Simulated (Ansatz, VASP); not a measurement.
# KTaO3: VASP beside Ansatz

```
K Ta O
1.0
     4.06652    0.00000    0.00000
     0.00000    4.06652    0.00000
     0.00000    0.00000    4.06652
K Ta O
1 1 3
Cartesian
  2.0333 2.0333 2.0333
  0.0000 0.0000 0.0000
  2.0333 0.0000 0.0000
  0.0000 2.0333 0.0000
  0.0000 0.0000 2.0333
```

Change from the starting cell: volume scaled by 1.06.

Alike in both runs: task single point; functional PBE; k mesh 5 × 5 × 5; occupations fermi-dirac, width 0.01 eV; no spin polarisation.

```csv
,VASP,Ansatz
version,VASP 6.6.1,Ansatz 0.2.0
potentials or method,"VASP PAW PBE potentials, release 64 (K_sv, Ta_pv, O), cutoff 520 eV","all-electron LAPW, scalar-relativistic"
```

VASP gave:

- gap on the k mesh at the Fermi level (eV): 2.14
- pressure (GPa): -5.0

Task: Which values does Ansatz return?

Result: gap on the k mesh at the Fermi level (eV): 2.20; pressure (GPa): -5.3.

Ansatz ran all-electron here, and VASP with PAW potentials.

Neither program's run includes spin-orbit coupling.
